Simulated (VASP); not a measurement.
# Ag (P6_3/mmc) in VASP: further runs

Ag is run at these levels: PBEsol; tasks: single point.

All numbers are computed with VASP 6.6.1; they aren't measurements. Logs are shortened: lines on timing, memory, paths and dates and some standing lists are left out, and cuts for length are marked.

**1. The cell of the first run**

Symmetry: P6_3/mmc, No. 194, hexagonal system. The conventional cell has a = 2.953 Å, b = 2.953 Å, c = 9.143 Å, α = 90.00°, β = 90.00°, γ = 120.00°. Within 3.8 Å of Ag (site symmetry -3m) lie 12 Ag at 2.85 to 2.95 Å. Within 3.8 Å of Ag (site symmetry -6m2) lie 12 Ag at 2.85 to 2.95 Å.

**2. Single point, PBEsol (biaxial strain in the a-b plane: +3.0 %, then relaxed in part)**

The input, INCAR:

```
  PREC = Accurate
  ENCUT = 520
  EDIFF = 1E-6
  ISMEAR = 0
  SIGMA = 0.1
  LREAL = False
  LASPH = True
  NELM = 100
  ALGO = Fast
  ISIF = 2
  LWAVE = False
  LCHARG = False
  GGA = PS
  NBANDS = 30
```

The input, KPOINTS:

```
Automatic mesh
0
Gamma
  24 24 6
```

The input, POSCAR:

```
Ag
1.0
    2.9534860833      0.0000000000      0.0000000000
   -1.4767430417      2.5577939779      0.0000000000
    0.0000000000      0.0000000000      9.1427182111
Ag
4
Direct
    0.0000000000      0.0000000000      0.0000000000
    0.0000000000      0.0000000000      0.5000000000
    0.3333333333      0.6666666667      0.2500000000
    0.6666666667      0.3333333333      0.7500000000
```

Potentials or basis: VASP PAW PBE potentials, release 64 (Ag).

On the command line:

```console
cat potpaw_PBE.64/Ag/POTCAR > POTCAR
mpirun -np 1 vasp_std > vasp.out
```

OUTCAR:

```text
PREC = Accurate
   ENCUT = 520
   EDIFF = 1E-6
   ISMEAR = 0
   LREAL = False
   LASPH = True
   NELM = 100
   ISIF = 2
   GGA = PS

 ion  position               nearest neighbor table
   1  0.000  0.000  0.000-   3 2.85   4 2.85   4 2.85   3 2.85   4 2.85   3 2.85
   2  0.000  0.000  0.500-   3 2.85   4 2.85   4 2.85   3 2.85   4 2.85   3 2.85
   3  0.333  0.667  0.250-   1 2.85   2 2.85   1 2.85   2 2.85   1 2.85   2 2.85
   4  0.667  0.333  0.750-   1 2.85   2 2.85   1 2.85   2 2.85   1 2.85   2 2.85

  LATTYP: Found a hexagonal cell.
 ALAT       =     2.9534860833
 C/A-ratio  =     3.0955684074

  Lattice vectors:

 A1 = (   2.9534860833,   0.0000000000,   0.0000000000)
 A2 = (  -1.4767430417,   2.5577939779,   0.0000000000)
 A3 = (   0.0000000000,   0.0000000000,   9.1427182111)

Analysis of symmetry for initial positions (statically):
=====================================================================
 Subroutine PRICEL returns:
 Original cell was already a primitive cell.

 Routine SETGRP: Setting up the symmetry group for a
 hexagonal supercell.

 Subroutine GETGRP returns: Found 24 space group operations
 (whereof 12 operations were pure point group operations)
 out of a pool of 24 trial point group operations.

The static configuration has the point symmetry D_3d.
 The point group associated with its full space group is D_6h.

Analysis of symmetry for dynamics (positions and initial velocities):
=====================================================================
 Subroutine PRICEL returns:
 Original cell was already a primitive cell.

 Routine SETGRP: Setting up the symmetry group for a
 hexagonal supercell.

 Subroutine GETGRP returns: Found 24 space group operations
 (whereof 12 operations were pure point group operations)
 out of a pool of 24 trial point group operations.

The dynamic configuration has the point symmetry D_3d.
 The point group associated with its full space group is D_6h.

 Subroutine INISYM returns: Found 24 space group operations
 (whereof 12 operations are pure point group operations),
 and found     1 'primitive' translations

----------------------------------------------------------------------------------------

                                     Primitive cell

  volume of cell :      69.0678

  direct lattice vectors                    reciprocal lattice vectors
     2.953486083  0.000000000  0.000000000     0.338582940  0.195480951  0.000000000
    -1.476743042  2.557793978  0.000000000     0.000000000  0.390961903  0.000000000
     0.000000000  0.000000000  9.142718211     0.000000000  0.000000000  0.109376662

  length of vectors
     2.953486083  2.953486083  9.142718211     0.390961903  0.390961903  0.109376662

  position of ions in fractional coordinates (direct lattice)
     0.000000000  0.000000000  0.000000000
     0.000000000  0.000000000  0.500000000
     0.333333333  0.666666667  0.250000000
     0.666666667  0.333333333  0.750000000

  ion indices of the primitive-cell ions
   primitive index   ion index
                 1           1
                 2           2
                 3           3
                 4           4

----------------------------------------------------------------------------------------

 KPOINTS: Automatic mesh

Automatic generation of k-mesh.
 Grid dimensions read from file:
 generate k-points for:   24   24    6

 Generating k-lattice:

  Cartesian coordinates                     Fractional coordinates (reciprocal lattice)
     0.014107622  0.008145040  0.000000000     0.041666667  0.000000000  0.000000000
     0.000000000  0.016290079  0.000000000     0.000000000  0.041666667  0.000000000
     0.000000000  0.000000000  0.018229444     0.000000000  0.000000000  0.166666667

  Length of vectors
     0.016290079  0.016290079  0.018229444

  Shift w.r.t. Gamma in fractional coordinates (k-lattice)
     0.000000000  0.000000000  0.000000000

 Subroutine IBZKPT returns following result:
 ===========================================

 Found    244 irreducible k-points:

 Following reciprocal coordinates:
            Coordinates               Weight
  0.000000  0.000000  0.000000      1.000000
  0.041667 -0.000000  0.000000      6.000000
  0.083333 -0.000000  0.000000      6.000000
  0.125000 -0.000000  0.000000      6.000000
  0.166667 -0.000000  0.000000      6.000000
  0.208333 -0.000000  0.000000      6.000000
[... 16 lines left out ...]
  0.416667  0.041667  0.000000     12.000000
  0.458333  0.041667  0.000000     12.000000
 [... further k-points ...]
   k-points           NKPTS =    244   k-points in BZ     NKDIM =    244   number of bands    NBANDS=     30
   number of dos      NEDOS =    301   number of ions     NIONS =      4
   total plane-waves  NPLWV =  40320
   dimension x,y,z NGX =    24 NGY =   24 NGZ =   70
   dimension x,y,z NGXF=    48 NGYF=   48 NGZF=  140
   ions per type =               4
   NGX,Y,Z   is equivalent  to a cutoff of  13.51, 13.51, 12.73 a.u.
   NGXF,Y,Z  is equivalent  to a cutoff of  27.02, 27.02, 25.46 a.u.
 SYSTEM =  unknown system
   PREC   = accura    normal or accurate (medium, high low for compatibility)
   ISTART =      0    job   : 0-new  1-cont  2-samecut
   ICHARG =      2    charge: 1-file 2-atom 10-const
   ISPIN  =      1    spin polarized calculation?
   LNONCOLLINEAR =      F non collinear calculations
   LSORBIT =      F    spin-orbit coupling
   LASPH  =      T    aspherical Exc in radial PAW
   ENCUT  =  520.0 eV  38.22 Ry    6.18 a.u.   5.49  5.49 17.00*2*pi/ulx,y,z
   NELM   =    100;   NELMIN=  2; NELMDL= -5     # of ELM steps
   EDIFF  = 0.1E-05   stopping-criterion for ELM
   LREAL  =      F    real-space projection
   EDIFFG = 0.1E-04   stopping-criterion for IOM
   NSW    =      0    number of steps for IOM
   IBRION =     -1    ionic relax: 0-MD 1-quasi-New 2-CG
   NFREE  =      0    steps in history (QN), initial steepest desc. (CG)
   ISIF   =      2    stress and relaxation
   ISYM   =      2    0-nonsym 1-usesym 2-fastsym
   POTIM  = 0.5000    time-step for ionic-motion
   TEBEG  =    0.0;   TEEND  =   0.0 temperature during run
   PSTRESS=    0.0 pullay stress
   NELECT =      44.0000    total number of electrons
   NUPDOWN=      -1.0000    fix difference up-down
   EMIN   =  10.00;   EMAX   =-10.00  energy-range for DOS
   EFERMI =   0.00;   METHOD = LEGACY
   ISMEAR =     0;   SIGMA  =   0.10  broadening in eV -4-tet -1-fermi 0-gaus
   EFERMI_NEDOS =   21; number of points for ismear=-14 and -15
   IALGO  =     68    algorithm
   IMIX   =      4    mixing-type and parameters
     AMIX     =   0.40;   BMIX     =  1.00
     AMIX_MAG =   1.60;   BMIX_MAG =  1.00
  volume/ion in A,a.u.               =      17.27       116.52
  Fermi-wavevector in a.u.,A,eV,Ry     =   1.408641  2.661946 26.997640  1.984271
  Thomas-Fermi vector in A             =   2.530778
   LORBIT       =      0    0 simple, 1 ext, 2 COOP (PROOUT), +10 PAW based schemes
   GGA     = PS    functional components
   LHFCALC =     F    Hartree Fock is set to
   AEXX    =    0.0000 exact exchange contribution
   IVDW    =     0    specifies the selected vdW correction
   LEPSILON=     F    determine dielectric tensor
   LRPA    =     F    only Hartree local field effects (RPA)
 non-spin polarized calculation
 RMM-DIIS sequential band-by-band and
 Gauss-broadening in eV      SIGMA  =   0.10
  energy-cutoff  :      520.00
  volume of cell :       69.07
 maximum number of plane-waves:      1906
 NGX is ok and might be reduce to    24
   NGX = 11   NGY = 11   NGZ = 33

 number of electron      44.0000027 magnetization

 Free energy of the ion-electron system (eV)
  ---------------------------------------------------
  ext. energy  EPLUGINS =         0.00000000
  ---------------------------------------------------
  free energy    TOTEN  =       -13.15637801 eV

  energy without entropy =      -13.15030803  energy(sigma->0) =      -13.15334302

 E-fermi :   8.0968     XC(G=0): -12.3344

 val. band max:        8.0949457101   @ k =   0.4583  -0.0000   0.1667
 cond. band min:       8.0977769617   @ k =   0.2500   0.0833   0.3333
 fundamental gap:      0.0028312516
 Fermi energy:         8.0968224838

 k-point     1 :       0.0000    0.0000    0.0000
  band No.  band energies     occupation
      1       0.3193      2.00000
      2       1.7751      2.00000
      3       1.8515      2.00000
      4       1.8527      2.00000
      5       3.2197      2.00000
      6       3.2197      2.00000
[... 22 lines left out ...]
     29      23.3666      0.00000
     30      24.2464      0.00000

 k-point     2 :       0.0417   -0.0000    0.0000
  band No.  band energies     occupation
      1       0.3651      2.00000
      2       1.8012      2.00000
      3       1.8907      2.00000
      4       1.8911      2.00000
      5       3.2065      2.00000
      6       3.2295      2.00000
[... 22 lines left out ...]
     29      23.3353      0.00000
     30      24.0074      0.00000

 k-point     3 :       0.0833   -0.0000    0.0000
  band No.  band energies     occupation
      1       0.5008      2.00000
      2       1.8757      2.00000
      3       2.0013      2.00000
      4       2.0036      2.00000
      5       3.1411      2.00000
      6       3.1692      2.00000
[... 22 lines left out ...]
     29      23.1524      0.00000
     30      23.3335      0.00000

 k-point     4 :       0.1250   -0.0000    0.0000
  band No.  band energies     occupation
      1       0.7199      2.00000
      2       1.9852      2.00000
      3       2.1667      2.00000
      4       2.1718      2.00000
      5       2.9929      2.00000
      6       3.1173      2.00000
[... 616 lines left out ...]
     29      18.1592      0.00000
     30      19.2140      0.00000

 k-point    23 :       0.4167    0.0417    0.0000
  band No.  band energies     occupation
      1       1.7682      2.00000
      2       1.7743      2.00000
      3       1.8972      2.00000
      4       2.4014      2.00000
      5       2.4718      2.00000
      6       2.8027      2.00000
[... 22 lines left out ...]
     29      17.8099      0.00000
     30      18.1764      0.00000

 k-point    24 :       0.4583    0.0417    0.0000
  band No.  band energies     occupation
      1       1.7338      2.00000
      2       1.7439      2.00000
      3       1.8683      2.00000
      4       2.3741      2.00000
      5       2.4508      2.00000
      6       2.8096      2.00000
[... 22 lines left out ...]
     29      17.2295      0.00000
     30      17.7523      0.00000

 [... further k-points ...]

------------------------ aborting loop because EDIFF is reached ----------------------------------------

  FORCE on cell =-STRESS in cart. coord.  units (eV):
  Direction    XX          YY          ZZ          XY          YZ          ZX
  --------------------------------------------------------------------------------------
  -------------------------------------------------------------------------------------
  Total       -2.2449638     -2.2449638     -0.0734026      0.0000000     -0.0000000      0.0000000
  in kB      -52.0767777    -52.0767777     -1.7027315      0.0000000     -0.0000000      0.0000000
  external PRESSURE =     -35.2854289 kB  Pullay stress =       0.0000000 kB

 VOLUME and BASIS-vectors are now :
 -----------------------------------------------------------------------------
  energy-cutoff  :      520.00
  volume of cell :       69.07
      direct lattice vectors                 reciprocal lattice vectors
     2.953486083  0.000000000  0.000000000     0.338582940  0.195480951  0.000000000
    -1.476743042  2.557793978  0.000000000     0.000000000  0.390961903  0.000000000
     0.000000000  0.000000000  9.142718211     0.000000000  0.000000000  0.109376662

 POSITION                                       TOTAL-FORCE (eV/Angst)
 -----------------------------------------------------------------------------------
      0.00000      0.00000      0.00000        -0.000000     -0.000000     -0.000000
      0.00000      0.00000      4.57136        -0.000000     -0.000000     -0.000000
     -0.00000      1.70520      2.28568        -0.000000      0.000000      0.000000
      1.47674      0.85260      6.85704         0.000000     -0.000000      0.000000
 -----------------------------------------------------------------------------------
    total drift:                               -0.000000      0.000000      0.000000

  FREE ENERGIE OF THE ION-ELECTRON SYSTEM (eV)
  ---------------------------------------------------
  free  energy   TOTEN  =       -13.1563780059 eV

  energy  without entropy=      -13.1503080283  energy(sigma->0) =      -13.15334302
```

Wall time 7.9 min (1 thread of Intel Xeon Platinum 8259CL at 2.50GHz (Skylake/Cascade Lake), shared host); peak memory 0.46 GiB.

Results:

```
Free energy            : -13.1564 eV
Pressure               : -3.5 GPa
Band gap on the k mesh : zero (band 22 reaches 11.13 eV, above the bottom of band 23 at 5.05 eV)
```

Caveat: the cell differs from its parent crystal (biaxial strain in the a-b plane: +3.0 %, then relaxed in part); the PAW data sets were made with another functional, which shifts forces and pressure a little.

**3. Single point, PBEsol (biaxial strain in the a-b plane: +3.0 %)**

The input, INCAR:

```
SYSTEM = Ag
PREC = Accurate
ENCUT = 520
EDIFF = 1E-6
ISMEAR = 0
SIGMA = 0.1
LREAL = .False.
LASPH = .True.
NELM = 80
ALGO = Fast
ISIF = 2
LWAVE = .False.
LCHARG = .True.
GGA = PS
LELF = .True.
LVHAR = .True.
NBANDS = 30
```

The input, KPOINTS:

```
regular mesh
0
Gamma
  24 24 6
  0 0 0
```

Edit POSCAR of step 2 so:

```diff
@@ -4,3 +4,3 @@
    -1.4767430417      2.5577939779      0.0000000000
-    0.0000000000      0.0000000000      9.1427182111
+    0.0000000000      0.0000000000      9.1965090287
 Ag
```

Potentials or basis: VASP PAW PBE potentials, release 64 (Ag).

On the command line:

```console
cat potpaw_PBE.64/Ag/POTCAR > POTCAR
mpirun -np 1 vasp_std > vasp.out
```

Wall time 6.1 min (1 thread of Intel Xeon Platinum 8259CL at 2.50GHz (Skylake/Cascade Lake), shared host); peak memory 0.47 GiB.

It converged, with:

```yaml
Free_energy: -13.1549 eV
Pressure: -4.2 GPa
Band_gap_on_the_k_mesh: zero (band 22 reaches 11.07 eV, above the bottom of band 23 at 4.97 eV)
```

Stress tensor (GPa, compression positive):
```
-5.69  0.00  0.00
 0.00 -5.69  0.00
 0.00  0.00 -1.14
```

Levels at points of the mesh, in eV from the Fermi level:
| k point | band 20 | band 21 | band 22 | band 23 | band 24 | band 25 |
| --- | --- | --- | --- | --- | --- | --- |
| (0.00, 0.00, 0.00) | -3.37 | -3.37 | -2.96 | -2.96 | -0.08 | 4.09 |
| (0.50, 0.00, 0.00) | -2.77 | -0.35 | 0.63 | 0.78 | 1.32 | 4.02 |
| (0.00, 0.00, 0.50) | -3.15 | -3.15 | -3.15 | -2.25 | -2.25 | 7.11 |
| (0.50, 0.00, 0.50) | -2.90 | 0.07 | 0.07 | 1.18 | 1.18 | 4.60 |

Caveat: the cell differs from its parent crystal (biaxial strain in the a-b plane: +3.0 %); the PAW data sets were made with another functional, which shifts forces and pressure a little.

**4. Single point, PBEsol**

This run uses another cell than the first one, of 17.36 Å³/atom, 1.006 times its volume.

The input, INCAR:

```
SYSTEM = Ag
PREC = Accurate ; ENCUT = 520
EDIFF = 1E-6 ; ISMEAR = 0
SIGMA = 0.1 ; LREAL = .FALSE.
LASPH = .TRUE. ; NELM = 100
ALGO = Fast ; ISIF = 2
LWAVE = .FALSE. ; LCHARG = .FALSE.
GGA = PS ; NBANDS = 30
```

The input, KPOINTS:

```
regular mesh
0
G
  9 9 2
  0 0 0
```

The input, POSCAR:

```
Ag
1.0
    2.9111314733      0.0000000000      0.0000000000
   -1.4555657366      2.5211138096      0.0000000000
    0.0000000000      0.0000000000      9.4637087400
Ag
4
Direct
    0.0000000000      0.0000000000      0.0000000000
    0.0000000000      0.0000000000      0.5000000000
    0.3333333300      0.6666666700      0.2500000000
    0.6666666700      0.3333333300      0.7500000000
```

On the command line:

```console
cat potpaw_PBE.64/Ag/POTCAR > POTCAR
mpirun -np 1 vasp_std > vasp.out
```

Run time: 73 s. Hardware: 1 thread of AMD EPYC 7R43 (Zen 3), shared host; peak memory 0.17 GiB.

The run converged. Its results:

* Free energy: -13.2030 eV
* Pressure: -4.3 GPa
* Band gap on the k mesh: zero (band 22 reaches 11.34 eV, above the bottom of band 23 at 5.02 eV)

Stress tensor (GPa, compression positive):
```
-5.20  0.00  0.00
 0.00 -5.20  0.00
 0.00  0.00 -2.65
```

Levels at points of the mesh, in eV from the Fermi level:
| k point | band 18 | band 19 | band 20 | band 21 | band 22 | band 23 | band 24 | band 25 | band 26 | band 27 |
| --- | --- | --- | --- | --- | --- | --- | --- | --- | --- | --- |
| (0.00, 0.00, 0.00) | -3.51 | -3.51 | -3.30 | -3.30 | -2.90 | -2.90 | -0.32 | 3.60 | 11.11 | 11.14 |
| (0.00, 0.00, 0.50) | -3.68 | -3.07 | -3.07 | -3.07 | -3.07 | -2.38 | -2.38 | 6.47 | 6.47 | 15.33 |

Caveat: the PAW data sets were made with another functional, which shifts forces and pressure a little.

**5. The runs side by side**

```csv
cell,k mesh,gap on the mesh (eV),pressure (GPa)
"a = 2.953, b = 2.953, c = 9.143 Å, angles 90.0, 90.0, 120.0°, 4 atoms",24 × 24 × 6,none,-3.5
"a = 2.953, b = 2.953, c = 9.197 Å, angles 90.0, 90.0, 120.0°, 4 atoms",24 × 24 × 6,none,-4.2
"a = 2.911, b = 2.911, c = 9.464 Å, angles 90.0, 90.0, 120.0°, 4 atoms",9 × 9 × 2,none,-4.3
```

Alike in all rows: task single point; level PBEsol; potentials or basis VASP PAW PBE potentials, release 64 (Ag); no spin polarisation; cutoff (eV) 520; smearing gaussian 0.1 eV.

Caveats: the PAW data sets were made with another functional, which shifts forces and pressure a little.

Total energies depend on the potentials used, so only differences within one code and one set of settings carry meaning.
